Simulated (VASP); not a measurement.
# WS2 in VASP: further runs

The runs below take WS2 through single point, with LDA.

Program: VASP 6.6.1. These are calculated values, not measurements. Logs are shortened: lines on timing, memory, paths and dates and some standing lists are left out, and cuts for length are marked.

## 1. The cell of the first run

The cell holds a slab with vacuum, 6 atoms: a = 3.183 Å, b = 3.183 Å, c = 23.669 Å, α = 90.00°, β = 90.00°, γ = 120.00°.

## 2. Single point, LDA

The input, INCAR:

```
  PREC = Accurate
  ENCUT = 520
  EDIFF = 1E-7
  ISMEAR = -1
  SIGMA = 0.1
  LREAL = F
  LASPH = T
  NELM = 100
  ALGO = Normal
  ISIF = 2
  LWAVE = F
  LCHARG = F
  GGA = CA
  NBANDS = 35
```

The input, KPOINTS:

```
regular mesh
0
Gamma
  5 5 1
```

The input, POSCAR:

```
WS2
1.0
    3.1832085600      0.0000000000      0.0000000000
   -1.5916042800      2.7567394800      0.0000000000
    0.0000000000      0.0000000000     23.6687632500
W S
2 4
Direct
    0.3333333333      0.6666666667      0.6373175400
    0.6666666667      0.3333333333      0.3626824600
    0.3333333333      0.6666666667      0.2968161100
    0.6666666667      0.3333333333      0.5714418300
    0.3333333333      0.6666666667      0.4285581700
    0.6666666667      0.3333333333      0.7031838900
```

Potentials or basis: VASP PAW LDA potentials, release 64 (W_sv, S).

Run with:

```console
$ cat potpaw_LDA.64/W_sv/POTCAR potpaw_LDA.64/S/POTCAR > POTCAR
$ mpirun -np 1 vasp_std > vasp.out
```

OUTCAR:

```text
PREC = Accurate
   ENCUT = 520
   EDIFF = 1E-7
   ISMEAR = -1
   LREAL = F
   LASPH = T
   NELM = 100
   ISIF = 2
   GGA = CA

 ion  position               nearest neighbor table
   1  0.333  0.667  0.637-   6 2.41   6 2.41   6 2.41   4 2.41   4 2.41   4 2.41
   2  0.667  0.333  0.363-   3 2.41   3 2.41   3 2.41   5 2.41   5 2.41   5 2.41
   3  0.333  0.667  0.297-   2 2.41   2 2.41   2 2.41
   4  0.667  0.333  0.571-   1 2.41   1 2.41   1 2.41
   5  0.333  0.667  0.429-   2 2.41   2 2.41   2 2.41
   6  0.667  0.333  0.703-   1 2.41   1 2.41   1 2.41

  LATTYP: Found a hexagonal cell.
 ALAT       =     3.1832085600
 C/A-ratio  =     7.4355050270

  Lattice vectors:

 A1 = (   3.1832085600,   0.0000000000,   0.0000000000)
 A2 = (  -1.5916042800,   2.7567394800,   0.0000000000)
 A3 = (   0.0000000000,   0.0000000000,  23.6687632500)

Analysis of symmetry for initial positions (statically):
=====================================================================
 Subroutine PRICEL returns:
 Original cell was already a primitive cell.

 Routine SETGRP: Setting up the symmetry group for a
 hexagonal supercell.

 Subroutine GETGRP returns: Found 12 space group operations
 (whereof 12 operations were pure point group operations)
 out of a pool of 24 trial point group operations.

The static configuration has the point symmetry D_3d.

Analysis of symmetry for dynamics (positions and initial velocities):
=====================================================================
 Subroutine PRICEL returns:
 Original cell was already a primitive cell.

 Routine SETGRP: Setting up the symmetry group for a
 hexagonal supercell.

 Subroutine GETGRP returns: Found 12 space group operations
 (whereof 12 operations were pure point group operations)
 out of a pool of 24 trial point group operations.

The dynamic configuration has the point symmetry D_3d.

 Subroutine INISYM returns: Found 12 space group operations
 (whereof 12 operations are pure point group operations),
 and found     1 'primitive' translations

----------------------------------------------------------------------------------------

                                     Primitive cell
[... 76 lines left out ...]
   LASPH  =      T    aspherical Exc in radial PAW
   ENCUT  =  520.0 eV  38.22 Ry    6.18 a.u.   5.92  5.92 44.01*2*pi/ulx,y,z
   NELM   =    100;   NELMIN=  2; NELMDL= -5     # of ELM steps
   EDIFF  = 0.1E-06   stopping-criterion for ELM
   LREAL  =      F    real-space projection
   EDIFFG = 0.1E-05   stopping-criterion for IOM
   NSW    =      0    number of steps for IOM
   IBRION =     -1    ionic relax: 0-MD 1-quasi-New 2-CG
   NFREE  =      0    steps in history (QN), initial steepest desc. (CG)
   ISIF   =      2    stress and relaxation
   ISYM   =      2    0-nonsym 1-usesym 2-fastsym
   POTIM  = 0.5000    time-step for ionic-motion
   TEBEG  =    0.0;   TEEND  =   0.0 temperature during run
   PSTRESS=    0.0 pullay stress
   NELECT =      52.0000    total number of electrons
   NUPDOWN=      -1.0000    fix difference up-down
   EMIN   =  10.00;   EMAX   =-10.00  energy-range for DOS
   EFERMI =   0.00;   METHOD = LEGACY
   ISMEAR =    -1;   SIGMA  =   0.10  broadening in eV -4-tet -1-fermi 0-gaus
   EFERMI_NEDOS =   21; number of points for ismear=-14 and -15
   IALGO  =     38    algorithm
   IMIX   =      4    mixing-type and parameters
     AMIX     =   0.40;   BMIX     =  1.00
     AMIX_MAG =   1.60;   BMIX_MAG =  1.00
  volume/ion in A,a.u.               =      34.62       233.60
  Fermi-wavevector in a.u.,A,eV,Ry     =   1.031804  1.949827 14.485024  1.064619
  Thomas-Fermi vector in A             =   2.165970
   LORBIT       =      0    0 simple, 1 ext, 2 COOP (PROOUT), +10 PAW based schemes
   GGA     = CA    functional components
   LHFCALC =     F    Hartree Fock is set to
   AEXX    =    0.0000 exact exchange contribution
   IVDW    =     0    specifies the selected vdW correction
   LEPSILON=     F    determine dielectric tensor
   LRPA    =     F    only Hartree local field effects (RPA)
 non-spin polarized calculation
  energy-cutoff  :      520.00
  volume of cell :      207.70
 maximum number of plane-waves:      5628
 NGX is ok and might be reduce to    24
   NGX = 11   NGY = 11   NGZ = 89

 number of electron      52.0000000 magnetization

 Free energy of the ion-electron system (eV)
  ---------------------------------------------------
  ext. energy  EPLUGINS =         0.00000000
  ---------------------------------------------------
  free energy    TOTEN  =       -52.31975210 eV

  energy without entropy =      -52.31963094  energy(sigma->0) =      -52.31969152

 E-fermi :   1.5520     XC(G=0):  -6.2846

 val. band max:        0.8370100941   @ k =   0.0000   0.0000   0.0000
 cond. band min:       2.4611158614   @ k =   0.2000   0.2000   0.0000
 fundamental gap:      1.6241057673
 Fermi energy:         1.5519942555

 k-point     1 :       0.0000    0.0000    0.0000
  band No.  band energies     occupation
      1     -73.0349      2.00000
      2     -73.0349      2.00000
      3     -37.5426      2.00000
      4     -37.5426      2.00000
      5     -37.3842      2.00000
      6     -37.3842      2.00000
[... 179 lines left out ...]
     34       5.6451      0.00000
     35       6.4303      0.00000

------------------------ aborting loop because EDIFF is reached ----------------------------------------

  FORCE on cell =-STRESS in cart. coord.  units (eV):
  Direction    XX          YY          ZZ          XY          YZ          ZX
  --------------------------------------------------------------------------------------
  -------------------------------------------------------------------------------------
  Total       -4.1745440     -4.1745440     -2.5158019     -0.0000000      0.0000000      0.0000000
  in kB      -32.2020288    -32.2020289    -19.4066525     -0.0000000      0.0000000      0.0000000
  external PRESSURE =     -27.9369034 kB  Pullay stress =       0.0000000 kB

 VOLUME and BASIS-vectors are now :
 -----------------------------------------------------------------------------
  energy-cutoff  :      520.00
  volume of cell :      207.70
      direct lattice vectors                 reciprocal lattice vectors
     3.183208560  0.000000000  0.000000000     0.314148439  0.181373686  0.000000000
    -1.591604280  2.756739480  0.000000000     0.000000000  0.362747371  0.000000000
     0.000000000  0.000000000 23.668763250     0.000000000  0.000000000  0.042249778

 POSITION                                       TOTAL-FORCE (eV/Angst)
 -----------------------------------------------------------------------------------
     -0.00000      1.83783     15.08452         0.000000     -0.000000      0.005180
      1.59160      0.91891      8.58425        -0.000000      0.000000     -0.005180
     -0.00000      1.83783      7.02527        -0.000000      0.000000      0.350692
      1.59160      0.91891     13.52532        -0.000000     -0.000000      0.260254
     -0.00000      1.83783     10.14344         0.000000     -0.000000     -0.260254
      1.59160      0.91891     16.64349         0.000000      0.000000     -0.350692
 -----------------------------------------------------------------------------------
    total drift:                                0.000000     -0.000000      0.000000

  FREE ENERGIE OF THE ION-ELECTRON SYSTEM (eV)
  ---------------------------------------------------
  free  energy   TOTEN  =       -52.3197521048 eV

  energy  without entropy=      -52.3196309379  energy(sigma->0) =      -52.31969152
```

OSZICAR:

```text
N       E                     dE             d eps       ncg     rms          rms(c)
DAV:   1     0.456638828010E+03    0.45664E+03   -0.27947E+04   414   0.131E+03
DAV:   2    -0.231739509875E+02   -0.47981E+03   -0.46595E+03   429   0.336E+02
DAV:   3    -0.541157466640E+02   -0.30942E+02   -0.30561E+02   444   0.826E+01
[... 16 lines left out ...]
DAV:  20    -0.523197459664E+02   -0.17411E-04   -0.94560E-07   342   0.289E-03    0.231E-03
DAV:  21    -0.523197503297E+02   -0.43633E-05   -0.23450E-07   348   0.123E-03    0.100E-03
DAV:  22    -0.523197515346E+02   -0.12049E-05   -0.39080E-08   294   0.469E-04    0.455E-04
DAV:  23    -0.523197520790E+02   -0.54445E-06   -0.21584E-08   281   0.331E-04    0.147E-04
DAV:  24    -0.523197521048E+02   -0.25788E-07   -0.17843E-09   220   0.146E-04
   1 F= -.52319752E+02 E0= -.52319692E+02  d E =-.121167E-03
```

stdout:

```text
POSCAR found type information on POSCAR W S
 POSCAR found :  2 types and       6 ions
 scaLAPACK will be used
 LDA part: xc-table for (Slater(with rela. corr.)+CA(PZ))
 , standard interpolation
 POSCAR, INCAR and KPOINTS ok, starting setup
 FFT: planning ... GRIDC
 FFT: planning ... GRID_SOFT
 FFT: planning ... GRID
 WAVECAR not read
 entering main loop
```

Wall time 33 s (1 thread of AMD EPYC 9R45 (Zen 5), shared host); peak memory 0.22 GiB.

What came out:

| Property | Result |
| --- | --- |
| Free energy | -52.3198 eV |
| Largest force | 0.351 eV/Å |
| Band gap on the k mesh | 1.62 eV, indirect (least direct gap 2.56 eV) |

Forces in eV/Å, atoms in the order of the input:
```
W    0.000  0.000  0.005
W    0.000  0.000 -0.005
S    0.000  0.000  0.351
S    0.000  0.000  0.260
S    0.000  0.000 -0.260
S    0.000  0.000 -0.351
```

Caveat: the k points lie up to 0.46 Å⁻¹ apart; spin-orbit coupling is left out, which moves the levels of the heavy elements.

## 3. Single point, LDA

The input, INCAR:

```
  ALGO = Normal
  EDIFF = 1E-7
  ENCUT = 520
  ISIF = 2
  ISMEAR = -1
  LASPH = T
  LCHARG = F
  LREAL = F
  LWAVE = F
  NBANDS = 35
  NELM = 60
  PREC = Accurate
  SIGMA = 0.1
```

The input, KPOINTS:

```
k-points
0
Gamma
  6 6 1
```

POSCAR is that of step 2.

Potentials or basis: VASP PAW LDA potentials, release 64 (W_sv, S).

Run with:

```console
$ cat potpaw_LDA.64/W_sv/POTCAR potpaw_LDA.64/S/POTCAR > POTCAR
$ mpirun -np 1 vasp_std > vasp.out
```

It took 48 s on 1 thread of AMD EPYC 9R45 (Zen 5), shared host; peak memory 0.23 GiB.

It converged, with:

| Property | Result |
| --- | --- |
| Free energy | -52.3155 eV |
| Largest force | 0.343 eV/Å |
| Band gap on the k mesh | 1.45 eV, indirect (least direct gap 1.76 eV) |

Forces in eV/Å, atoms in the order of the input:
```
W    0.000  0.000  0.004
W    0.000  0.000 -0.004
S    0.000  0.000  0.343
S    0.000  0.000  0.254
S    0.000  0.000 -0.254
S    0.000  0.000 -0.343
```

Levels at points of the mesh, in eV from the valence-band top:
```
           k point  band 24  band 25  band 26  band 27  band 28  band 29
(0.00, 0.00, 0.00)    -1.96    -0.51     0.00     2.56     2.56     2.57
(0.50, 0.00, 0.00)    -1.54    -1.24    -1.19     2.48     2.49     2.90
```

Caveat: spin-orbit coupling is left out, which moves the levels of the heavy elements.

## 4. Single point, LDA

The input, INCAR:

```
SYSTEM = WS2
PREC     = Accurate       ! precision mode
ENCUT    = 520            ! plane-wave cutoff, eV
EDIFF    = 1E-6           ! SCF threshold, eV
ISMEAR   = -1             ! smearing method
SIGMA    = 0.1            ! smearing width, eV
LREAL    = .False.        ! projectors in reciprocal space
LASPH    = .True.         ! aspherical terms in the spheres
NELM     = 100            ! most SCF steps
ALGO     = Normal         ! electronic algorithm
ISIF     = 2              ! what is computed and relaxed
LWAVE    = .False.        ! write WAVECAR
LCHARG   = .False.        ! write CHGCAR
NBANDS   = 35             ! bands
```

The input, KPOINTS:

```
Automatic mesh
0
Gamma
  8 8 1
  0 0 0
```

POSCAR is that of step 3.

Run with:

```console
$ cat potpaw_LDA.64/W_sv/POTCAR potpaw_LDA.64/S/POTCAR > POTCAR
$ mpirun -np 1 vasp_std > vasp.out
```

It took 61 s on 1 thread of AMD EPYC 9R45 (Zen 5), shared host; peak memory 0.24 GiB.

It converged, with:

```yaml
Free_energy: -52.3201 eV
Largest_force: 0.347 eV/Å
Band_gap_on_the_k_mesh: 1.67 eV, indirect (least direct gap 2.21 eV)
```

Forces in eV/Å, atoms in the order of the input:
```
W    0.000  0.000  0.005
W    0.000  0.000 -0.005
S    0.000  0.000  0.347
S    0.000  0.000  0.259
S    0.000  0.000 -0.259
S    0.000  0.000 -0.347
```

Levels at points of the mesh, in eV from the valence-band top:
```csv
k point,band 24,band 25,band 26,band 27,band 28,band 29
"(0.00, 0.00, 0.00)",-1.96,-0.51,0.00,2.56,2.56,2.57
"(0.50, 0.00, 0.00)",-1.54,-1.24,-1.19,2.48,2.49,2.90
```

Caveat: spin-orbit coupling is left out, which moves the levels of the heavy elements.

## 5. Single point, LDA

The input, INCAR:

```
SYSTEM = WS2
ALGO = Normal ; EDIFF = 1E-7
ENCUT = 520 ; ISIF = 2
ISMEAR = -1 ; LASPH = .TRUE.
LCHARG = .FALSE. ; LREAL = .FALSE.
LWAVE = .FALSE. ; NBANDS = 35
NELM = 80 ; PREC = Accurate
SIGMA = 0.1
```

The input, KPOINTS:

```
k-points
0
G
  10 10 2
  0 0 0
```

POSCAR is that of step 4.

Potentials or basis: VASP PAW LDA potentials, release 64 (W_sv, S).

Run with:

```console
$ cat potpaw_LDA.64/W_sv/POTCAR potpaw_LDA.64/S/POTCAR > POTCAR
$ mpirun -np 1 vasp_std > vasp.out
```

OUTCAR:

```text
SYSTEM = WS2
   EDIFF = 1E-7
   ENCUT = 520
   ISIF = 2
   ISMEAR = -1
   LASPH = .TRUE.
   LREAL = .FALSE.
   NELM = 80
   PREC = Accurate

 ion  position               nearest neighbor table
   1  0.333  0.667  0.637-   6 2.41   6 2.41   6 2.41   4 2.41   4 2.41   4 2.41
   2  0.667  0.333  0.363-   3 2.41   3 2.41   3 2.41   5 2.41   5 2.41   5 2.41
   3  0.333  0.667  0.297-   2 2.41   2 2.41   2 2.41
   4  0.667  0.333  0.571-   1 2.41   1 2.41   1 2.41
   5  0.333  0.667  0.429-   2 2.41   2 2.41   2 2.41
   6  0.667  0.333  0.703-   1 2.41   1 2.41   1 2.41

  LATTYP: Found a hexagonal cell.
 ALAT       =     3.1832085600
 C/A-ratio  =     7.4355050270

  Lattice vectors:

 A1 = (   3.1832085600,   0.0000000000,   0.0000000000)
 A2 = (  -1.5916042800,   2.7567394800,   0.0000000000)
 A3 = (   0.0000000000,   0.0000000000,  23.6687632500)

Analysis of symmetry for initial positions (statically):
=====================================================================
 Subroutine PRICEL returns:
 Original cell was already a primitive cell.

 Routine SETGRP: Setting up the symmetry group for a
 hexagonal supercell.

 Subroutine GETGRP returns: Found 12 space group operations
 (whereof 12 operations were pure point group operations)
 out of a pool of 24 trial point group operations.

The static configuration has the point symmetry D_3d.

Analysis of symmetry for dynamics (positions and initial velocities):
=====================================================================
 Subroutine PRICEL returns:
 Original cell was already a primitive cell.

 Routine SETGRP: Setting up the symmetry group for a
 hexagonal supercell.

 Subroutine GETGRP returns: Found 12 space group operations
 (whereof 12 operations were pure point group operations)
[... 127 lines left out ...]
   IALGO  =     38    algorithm
   IMIX   =      4    mixing-type and parameters
     AMIX     =   0.40;   BMIX     =  1.00
     AMIX_MAG =   1.60;   BMIX_MAG =  1.00
  volume/ion in A,a.u.               =      34.62       233.60
  Fermi-wavevector in a.u.,A,eV,Ry     =   1.031804  1.949827 14.485024  1.064619
  Thomas-Fermi vector in A             =   2.165970
   LORBIT       =      0    0 simple, 1 ext, 2 COOP (PROOUT), +10 PAW based schemes
   GGA     = CA    functional components
   LHFCALC =     F    Hartree Fock is set to
   AEXX    =    0.0000 exact exchange contribution
   IVDW    =     0    specifies the selected vdW correction
   LEPSILON=     F    determine dielectric tensor
   LRPA    =     F    only Hartree local field effects (RPA)
 non-spin polarized calculation
  energy-cutoff  :      520.00
  volume of cell :      207.70
 maximum number of plane-waves:      5628
 NGX is ok and might be reduce to    24
   NGX = 11   NGY = 11   NGZ = 89

 number of electron      52.0000000 magnetization

 Free energy of the ion-electron system (eV)
  ---------------------------------------------------
  ext. energy  EPLUGINS =         0.00000000
  ---------------------------------------------------
  free energy    TOTEN  =       -52.32067181 eV

  energy without entropy =      -52.32057789  energy(sigma->0) =      -52.32062485

 E-fermi :   1.5157     XC(G=0):  -6.2852

 val. band max:        0.8354721659   @ k =   0.0000   0.0000   0.0000
 cond. band min:       2.4596537403   @ k =   0.2000   0.2000   0.0000
 fundamental gap:      1.6241815744
 Fermi energy:         1.5157102472

 k-point     1 :       0.0000    0.0000    0.0000
  band No.  band energies     occupation
      1     -73.0340      2.00000
      2     -73.0340      2.00000
      3     -37.5424      2.00000
      4     -37.5424      2.00000
      5     -37.3832      2.00000
      6     -37.3832      2.00000
[... 901 lines left out ...]
     34       5.1572      0.00000
     35       5.9746      0.00000

 [... further k-points ...]

------------------------ aborting loop because EDIFF is reached ----------------------------------------

  FORCE on cell =-STRESS in cart. coord.  units (eV):
  Direction    XX          YY          ZZ          XY          YZ          ZX
  --------------------------------------------------------------------------------------
  -------------------------------------------------------------------------------------
  Total       -4.2116568     -4.2116568     -2.4928800      0.0000000     -0.0000000      0.0000000
  in kB      -32.4883138    -32.4883138    -19.2298356      0.0000000     -0.0000000      0.0000000
  external PRESSURE =     -28.0688211 kB  Pullay stress =       0.0000000 kB

 VOLUME and BASIS-vectors are now :
 -----------------------------------------------------------------------------
  energy-cutoff  :      520.00
  volume of cell :      207.70
      direct lattice vectors                 reciprocal lattice vectors
     3.183208560  0.000000000  0.000000000     0.314148439  0.181373686  0.000000000
    -1.591604280  2.756739480  0.000000000     0.000000000  0.362747371  0.000000000
     0.000000000  0.000000000 23.668763250     0.000000000  0.000000000  0.042249778

 POSITION                                       TOTAL-FORCE (eV/Angst)
 -----------------------------------------------------------------------------------
     -0.00000      1.83783     15.08452         0.000000     -0.000000      0.004635
      1.59160      0.91891      8.58425        -0.000000      0.000000     -0.004635
     -0.00000      1.83783      7.02527        -0.000000      0.000000      0.347692
      1.59160      0.91891     13.52532        -0.000000      0.000000      0.259347
     -0.00000      1.83783     10.14344         0.000000     -0.000000     -0.259347
      1.59160      0.91891     16.64349         0.000000      0.000000     -0.347692
 -----------------------------------------------------------------------------------
    total drift:                                0.000000     -0.000000      0.000000

  FREE ENERGIE OF THE ION-ELECTRON SYSTEM (eV)
  ---------------------------------------------------
  free  energy   TOTEN  =       -52.3206718094 eV

  energy  without entropy=      -52.3205778864  energy(sigma->0) =      -52.32062485
```

Run time: 2.9 min. Hardware: 1 thread of AMD EPYC 9R45 (Zen 5), shared host; peak memory 0.32 GiB.

Results:

```yaml
Free_energy: -52.3207 eV
Largest_force: 0.348 eV/Å
Band_gap_on_the_k_mesh: 1.62 eV, indirect (least direct gap 2.12 eV)
```

Forces on the atoms (eV/Å):
```
W    0.000  0.000  0.005
W    0.000  0.000 -0.005
S    0.000  0.000  0.348
S    0.000  0.000  0.259
S    0.000  0.000 -0.259
S    0.000  0.000 -0.348
```

Caveat: spin-orbit coupling is left out, which moves the levels of the heavy elements.

## 6. The runs side by side

| k mesh | gap on the mesh (eV) | largest force (eV/Å) |
| --- | --- | --- |
| 5 × 5 × 1 | 1.62 | 0.35 |
| 6 × 6 × 1 | 1.45 | 0.34 |
| 8 × 8 × 1 | 1.67 | 0.35 |
| 10 × 10 × 2 | 1.62 | 0.35 |

Alike in all rows: task single point; level LDA; potentials or basis VASP PAW LDA potentials, release 64 (W_sv, S); no spin polarisation; cell as given; cutoff (eV) 520; smearing fermi-dirac 0.1 eV.

Caveats: some runs use coarse meshes; spin-orbit coupling is left out, which moves the levels of the heavy elements.

Absolute energies hang on the potentials; compare differences alone.
